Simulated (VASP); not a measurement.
# BP (F-43m) in VASP: notebook

Runs on BP. Level: PBEsol. Tasks: single point, relaxation of cell and atoms.

Everything below comes from runs of VASP 6.6.1. Logs are shortened: lines on timing, memory, paths and dates and some standing lists are left out, and cuts for length are marked.

### Step 1. The cell of the first run

It takes space group F-43m (No. 216, cubic). Conventional cell: a = 4.520 Å, b = 4.520 Å, c = 4.520 Å, α = 90.00°, β = 90.00°, γ = 90.00°. B (site symmetry -43m) has 4 P at 1.96 Å within 2.6 Å. Within 2.6 Å of P (site symmetry -43m) lie 4 B at 1.96 Å.

### Step 2. Single point, PBEsol

INCAR reads:

```
ALGO = Normal ; EDIFF = 1E-6
ENCUT = 500 ; GGA = PS
GGA_COMPAT = False ; ISIF = 2
ISMEAR = 0 ; LASPH = True
LCHARG = True ; LELF = True
LREAL = False ; LVHAR = True
LWAVE = False ; NBANDS = 11
NELM = 120 ; PREC = Accurate
SIGMA = 0.01
```

KPOINTS reads:

```
k-points
0
Gamma
  8 8 8
```

POSCAR reads:

```
BP
1.0
    0.0000000000      2.2601526829      2.2601526829
    2.2601526829      0.0000000000      2.2601526829
    2.2601526829      2.2601526829      0.0000000000
B P
1 1
Direct
    0.0000000000      0.0000000000      0.0000000000
    0.2500000000      0.2500000000      0.2500000000
```

Potentials or basis: VASP PAW PBE potentials, release 64 (B, P).

Started as:

```console
$ cat potpaw_PBE.64/B/POTCAR potpaw_PBE.64/P/POTCAR > POTCAR
$ mpirun -np 1 vasp_std > vasp.out
```

OUTCAR:

```text
EDIFF = 1E-6
   ENCUT = 500
   GGA = PS
   ISIF = 2
   ISMEAR = 0
   LASPH = True
   LREAL = False
   NELM = 120
   PREC = Accurate

 ion  position               nearest neighbor table
   1  0.000  0.000  0.000-   2 1.96   2 1.96   2 1.96   2 1.96
   2  0.250  0.250  0.250-   1 1.96   1 1.96   1 1.96   1 1.96

  LATTYP: Found a face centered cubic cell.
 ALAT       =     4.5203053658

  Lattice vectors:

 A1 = (   0.0000000000,   2.2601526829,   2.2601526829)
 A2 = (   2.2601526829,   0.0000000000,   2.2601526829)
 A3 = (   2.2601526829,   2.2601526829,   0.0000000000)

Analysis of symmetry for initial positions (statically):
=====================================================================
 Subroutine PRICEL returns:
 Original cell was already a primitive cell.

 Routine SETGRP: Setting up the symmetry group for a
 face centered cubic supercell.

 Subroutine GETGRP returns: Found 24 space group operations
 (whereof 24 operations were pure point group operations)
 out of a pool of 48 trial point group operations.

The static configuration has the point symmetry T_d .

Analysis of symmetry for dynamics (positions and initial velocities):
=====================================================================
 Subroutine PRICEL returns:
 Original cell was already a primitive cell.

 Routine SETGRP: Setting up the symmetry group for a
 face centered cubic supercell.

 Subroutine GETGRP returns: Found 24 space group operations
 (whereof 24 operations were pure point group operations)
 out of a pool of 48 trial point group operations.

The dynamic configuration has the point symmetry T_d .

 Subroutine INISYM returns: Found 24 space group operations
 (whereof 24 operations are pure point group operations),
 and found     1 'primitive' translations

----------------------------------------------------------------------------------------

                                     Primitive cell

  volume of cell :      23.0910

  direct lattice vectors                    reciprocal lattice vectors
     0.000000000  2.260152683  2.260152683    -0.221223992  0.221223992  0.221223992
     2.260152683  0.000000000  2.260152683     0.221223992 -0.221223992  0.221223992
     2.260152683  2.260152683  0.000000000     0.221223992  0.221223992 -0.221223992

  length of vectors
     3.196338577  3.196338577  3.196338577     0.383171195  0.383171195  0.383171195

  position of ions in fractional coordinates (direct lattice)
     0.000000000  0.000000000  0.000000000
[... 81 lines left out ...]
   NSW    =      0    number of steps for IOM
   IBRION =     -1    ionic relax: 0-MD 1-quasi-New 2-CG
   NFREE  =      0    steps in history (QN), initial steepest desc. (CG)
   ISIF   =      2    stress and relaxation
   ISYM   =      2    0-nonsym 1-usesym 2-fastsym
   POTIM  = 0.5000    time-step for ionic-motion
   TEBEG  =    0.0;   TEEND  =   0.0 temperature during run
   PSTRESS=    0.0 pullay stress
   NELECT =       8.0000    total number of electrons
   NUPDOWN=      -1.0000    fix difference up-down
   EMIN   =  10.00;   EMAX   =-10.00  energy-range for DOS
   EFERMI =   0.00;   METHOD = LEGACY
   ISMEAR =     0;   SIGMA  =   0.01  broadening in eV -4-tet -1-fermi 0-gaus
   EFERMI_NEDOS =   21; number of points for ismear=-14 and -15
   IALGO  =     38    algorithm
   IMIX   =      4    mixing-type and parameters
     AMIX     =   0.40;   BMIX     =  1.00
     AMIX_MAG =   1.60;   BMIX_MAG =  1.00
  volume/ion in A,a.u.               =      11.55        77.91
  Fermi-wavevector in a.u.,A,eV,Ry     =   1.149804  2.172814 17.987564  1.322049
  Thomas-Fermi vector in A             =   2.286471
   LORBIT       =      0    0 simple, 1 ext, 2 COOP (PROOUT), +10 PAW based schemes
   GGA     = PS    functional components
   LHFCALC =     F    Hartree Fock is set to
   AEXX    =    0.0000 exact exchange contribution
   IVDW    =     0    specifies the selected vdW correction
   LEPSILON=     F    determine dielectric tensor
   LRPA    =     F    only Hartree local field effects (RPA)
 non-spin polarized calculation
 Gauss-broadening in eV      SIGMA  =   0.01
  energy-cutoff  :      500.00
  volume of cell :       23.09
 maximum number of plane-waves:       604
   NGX = 11   NGY = 11   NGZ = 11

 number of electron       8.0000001 magnetization

 Free energy of the ion-electron system (eV)
  ---------------------------------------------------
  ext. energy  EPLUGINS =         0.00000000
  ---------------------------------------------------
  free energy    TOTEN  =       -13.67126212 eV

  energy without entropy =      -13.67126212  energy(sigma->0) =      -13.67126212

 E-fermi :   7.6543     XC(G=0): -11.0949

 val. band max:        7.5458436543   @ k =   0.0000   0.0000   0.0000
 cond. band min:       8.6948057328   @ k =   0.3750   0.3750   0.0000
 fundamental gap:      1.1489620785
 Fermi energy:         7.6543485682

 k-point     1 :       0.0000    0.0000    0.0000
  band No.  band energies     occupation
      1      -8.0579      2.00000
      2       7.5458      2.00000
      3       7.5458      2.00000
      4       7.5458      2.00000
      5      10.9195      0.00000
      6      10.9195      0.00000
      7      10.9195      0.00000
      8      15.0663      0.00000
      9      18.8683      0.00000
     10      19.7013      0.00000
     11      19.7013      0.00000
[... 309 lines left out ...]
 k-point    24 :      -0.3750    0.2500    0.1250
  band No.  band energies     occupation
      1      -3.9951      2.00000
      2      -1.0263      2.00000
      3       2.9499      2.00000
      4       4.3614      2.00000
      5      11.6451      0.00000
      6      12.7193      0.00000
      7      15.8954      0.00000
      8      17.3404      0.00000
      9      17.9567      0.00000
     10      21.9966      0.00000
     11      24.3033      0.00000

 [... further k-points ...]
[... 5 lines left out ...]
  --------------------------------------------------------------------------------------
  -------------------------------------------------------------------------------------
  Total        0.0158574      0.0158574      0.0158574      0.0000000      0.0000000      0.0000000
  in kB        1.1002694      1.1002694      1.1002694      0.0000000      0.0000000      0.0000000
  external PRESSURE =       1.1002694 kB  Pullay stress =       0.0000000 kB

 VOLUME and BASIS-vectors are now :
 -----------------------------------------------------------------------------
  energy-cutoff  :      500.00
  volume of cell :       23.09
      direct lattice vectors                 reciprocal lattice vectors
     0.000000000  2.260152683  2.260152683    -0.221223992  0.221223992  0.221223992
     2.260152683  0.000000000  2.260152683     0.221223992 -0.221223992  0.221223992
     2.260152683  2.260152683  0.000000000     0.221223992  0.221223992 -0.221223992

 POSITION                                       TOTAL-FORCE (eV/Angst)
 -----------------------------------------------------------------------------------
      0.00000      0.00000      0.00000         0.000000      0.000000      0.000000
      1.13008      1.13008      1.13008        -0.000000     -0.000000     -0.000000
 -----------------------------------------------------------------------------------
    total drift:                                0.000000      0.000000      0.000000

  FREE ENERGIE OF THE ION-ELECTRON SYSTEM (eV)
  ---------------------------------------------------
  free  energy   TOTEN  =       -13.6712621239 eV

  energy  without entropy=      -13.6712621239  energy(sigma->0) =      -13.67126212
```

stdout:

```text
POSCAR found type information on POSCAR B P
 POSCAR found :  2 types and       2 ions
 scaLAPACK will be used
 -----------------------------------------------------------------------------
|                                                                             |
|                                                                             |
|     You enforced a specific xc type in the INCAR file but a different       |
|     I HOPE YOU KNOW WHAT YOU ARE DOING!                                     |
|                                                                             |
 -----------------------------------------------------------------------------

 LDA part: xc-table for (Slater+PW92), standard interpolation
 POSCAR, INCAR and KPOINTS ok, starting setup
 FFT: planning ... GRIDC
 FFT: planning ... GRID_SOFT
 FFT: planning ... GRID
 WAVECAR not read
 entering main loop
```

Run time: 4 s. Hardware: 1 thread of AMD EPYC 9R45 (Zen 5), shared host; peak memory 0.1 GiB.

Results:

* Free energy: -13.6713 eV
* Pressure: 0.1 GPa
* Band gap on the k mesh: 1.15 eV, indirect (least direct gap 3.37 eV)

Caveat: the PAW data sets were made with another functional, which shifts forces and pressure a little. A k mesh can miss the band edges.

### Step 3. Relaxation of cell and atoms, PBEsol

This run uses another cell than the first one, of 11.70 Å³/atom, 1.013 times its volume.

INCAR reads:

```
ALGO = Normal ; EDIFF = 1E-7
EDIFFG = -0.002 ; ENCUT = 500
GGA = PS ; GGA_COMPAT = F
IBRION = 2 ; ISIF = 3
ISMEAR = 0 ; LASPH = T
LCHARG = F ; LREAL = F
LWAVE = F ; NELM = 120
NELMIN = 4 ; NSW = 80
PREC = Accurate ; SIGMA = 0.01
```

KPOINTS is that of step 2.

POSCAR reads:

```
BP
1.0
    0.0000000000      2.2700000000      2.2700000000
    2.2700000000      0.0000000000      2.2700000000
    2.2700000000      2.2700000000      0.0000000000
B P
1 1
Direct
    0.0000000000      0.0000000000      0.0000000000
    0.2500000000      0.2500000000      0.2500000000
```

Potentials or basis: VASP PAW PBE potentials, release 64 (B, P).

Started as:

```console
$ cat potpaw_PBE.64/B/POTCAR potpaw_PBE.64/P/POTCAR > POTCAR
$ mpirun -np 1 vasp_std > vasp.out
```

OUTCAR:

```text
EDIFF = 1E-7
   EDIFFG = -0.002
   ENCUT = 500
   GGA = PS
   IBRION = 2
   ISIF = 3
   ISMEAR = 0
   LASPH = T
   LREAL = F
   NELM = 120
   NELMIN = 4
   NSW = 80
   PREC = Accurate

 ion  position               nearest neighbor table
   1  0.000  0.000  0.000-   2 1.97   2 1.97   2 1.97   2 1.97
   2  0.250  0.250  0.250-   1 1.97   1 1.97   1 1.97   1 1.97

  LATTYP: Found a face centered cubic cell.
 ALAT       =     4.5400000000

  Lattice vectors:

 A1 = (   0.0000000000,   2.2700000000,   2.2700000000)
 A2 = (   2.2700000000,   0.0000000000,   2.2700000000)
 A3 = (   2.2700000000,   2.2700000000,   0.0000000000)

Analysis of symmetry for initial positions (statically):
=====================================================================
 Subroutine PRICEL returns:
 Original cell was already a primitive cell.

 Routine SETGRP: Setting up the symmetry group for a
 face centered cubic supercell.

 Subroutine GETGRP returns: Found 24 space group operations
 (whereof 24 operations were pure point group operations)
 out of a pool of 48 trial point group operations.

The static configuration has the point symmetry T_d .

Analysis of symmetry for dynamics (positions and initial velocities):
=====================================================================
 Subroutine PRICEL returns:
 Original cell was already a primitive cell.

 Routine SETGRP: Setting up the symmetry group for a
 face centered cubic supercell.

 Subroutine GETGRP returns: Found 24 space group operations
 (whereof 24 operations were pure point group operations)
 out of a pool of 48 trial point group operations.

The dynamic configuration has the point symmetry T_d .

 Subroutine INISYM returns: Found 24 space group operations
 (whereof 24 operations are pure point group operations),
 and found     1 'primitive' translations

[... 122 lines left out ...]
   IVDW    =     0    specifies the selected vdW correction
   LEPSILON=     F    determine dielectric tensor
   LRPA    =     F    only Hartree local field effects (RPA)
 conjugate gradient relaxation of ions
 non-spin polarized calculation
 Gauss-broadening in eV      SIGMA  =   0.01
  energy-cutoff  :      500.00
  volume of cell :       23.39
 maximum number of plane-waves:       609
   NGX = 11   NGY = 11   NGZ = 11

--------------------------------------- Ionic step        1  -------------------------------------------

 number of electron       8.0000000 magnetization

 Free energy of the ion-electron system (eV)
  ---------------------------------------------------
  ext. energy  EPLUGINS =         0.00000000
  ---------------------------------------------------
  free energy    TOTEN  =       -13.66951472 eV

  energy without entropy =      -13.66951472  energy(sigma->0) =      -13.66951472

------------------------ aborting loop because EDIFF is reached ----------------------------------------

  FORCE on cell =-STRESS in cart. coord.  units (eV):
  Direction    XX          YY          ZZ          XY          YZ          ZX
  --------------------------------------------------------------------------------------
  -------------------------------------------------------------------------------------
  Total       -0.2985381     -0.2985381     -0.2985381     -0.0000000      0.0000000     -0.0000000
  in kB      -20.4457393    -20.4457393    -20.4457393     -0.0000000      0.0000000     -0.0000000
  external PRESSURE =     -20.4457393 kB  Pullay stress =       0.0000000 kB
[... 59 lines left out ...]
--------------------------------------- Ionic step        3  -------------------------------------------

 number of electron       8.0000001 magnetization

 Free energy of the ion-electron system (eV)
  ---------------------------------------------------
  ext. energy  EPLUGINS =         0.00000000
  ---------------------------------------------------
  free energy    TOTEN  =       -13.67137571 eV

  energy without entropy =      -13.67137571  energy(sigma->0) =      -13.67137571

 E-fermi :   7.5971     XC(G=0): -11.0921

 val. band max:        7.5378899631   @ k =   0.0000   0.0000   0.0000
 cond. band min:       8.6879095811   @ k =   0.3750   0.3750   0.0000
 fundamental gap:      1.1500196180
 Fermi energy:         7.5971121166

 k-point     1 :       0.0000    0.0000    0.0000
  band No.  band energies     occupation
      1      -8.0598      2.00000
      2       7.5379      2.00000
      3       7.5379      2.00000
      4       7.5379      2.00000
      5      10.9108      0.00000
      6      10.9108      0.00000
      7      10.9108      0.00000
      8      15.0489      0.00000
[... 243 lines left out ...]
 k-point    24 :      -0.3750    0.2500    0.1250
  band No.  band energies     occupation
      1      -3.9999      2.00000
      2      -1.0299      2.00000
      3       2.9442      2.00000
      4       4.3557      2.00000
      5      11.6374      0.00000
      6      12.7094      0.00000
      7      15.8836      0.00000
      8      17.3287      0.00000

 [... further k-points ...]
[... 5 lines left out ...]
  --------------------------------------------------------------------------------------
  -------------------------------------------------------------------------------------
  Total        0.0004761      0.0004761      0.0004761     -0.0000000      0.0000000      0.0000000
  in kB        0.0330150      0.0330150      0.0330150     -0.0000000      0.0000000      0.0000000
  external PRESSURE =       0.0330150 kB  Pullay stress =       0.0000000 kB
[... 17 lines left out ...]
  FREE ENERGIE OF THE ION-ELECTRON SYSTEM (eV)
  ---------------------------------------------------
  free  energy   TOTEN  =       -13.6713757084 eV

  energy  without entropy=      -13.6713757084  energy(sigma->0) =      -13.67137571

 reached required accuracy - stopping structural energy minimisation
```

CONTCAR:

```text
BP
   1.00000000000000
     0.0000000000000000    2.2606359530734226    2.2606359530734226
     2.2606359530734226    0.0000000000000000    2.2606359530734226
     2.2606359530734226    2.2606359530734226    0.0000000000000000
  B               P
     1     1
Direct
     0.0000000000000000    0.0000000000000000    0.0000000000000000
     0.2500000000000000    0.2500000000000000    0.2500000000000000

  0.00000000E+00  0.00000000E+00  0.00000000E+00
  0.00000000E+00  0.00000000E+00  0.00000000E+00
```

It took 7 s on 1 thread of AMD EPYC 9R45 (Zen 5), shared host; peak memory 0.1 GiB.

What came out:

| Item | Value |
| --- | --- |
| Free energy | -13.6714 eV |
| Relaxed volume | 11.55 Å³/atom |
| Relaxed cell | a = 3.197 Å, b = 3.197 Å, c = 3.197 Å, α = 60.00°, β = 60.00°, γ = 60.00° |
| Space group after relaxing (to 0.05 Å) | F-43m (No. 216) |
| Energy gained by relaxing | 0.9 meV/atom |
| Ionic steps | 3 |
| Pressure after relaxing | 0.0 GPa |
| Band gap on the k mesh | 1.15 eV, indirect (least direct gap 3.37 eV) |

The path:
| step | energy change (eV) | largest force (eV/Å) | pressure (GPa) | volume (Å³) |
| --- | --- | --- | --- | --- |
| 1 | 0.0000 | 0.0000 | -2.04 | 23.39 |
| 2 | -0.0008 | 0.0000 | 1.60 | 22.89 |
| 3 | -0.0019 | 0.0000 | 0.00 | 23.11 |

Final structure:
```
B P
1.0
     0.00000    2.26064    2.26064
     2.26064    0.00000    2.26064
     2.26064    2.26064    0.00000
B P
1 1
Direct
  0.00000 0.00000 0.00000
  0.25000 0.25000 0.25000
```

Caveat: the PAW data sets were made with another functional, which shifts forces and pressure a little. A k mesh can miss the band edges.
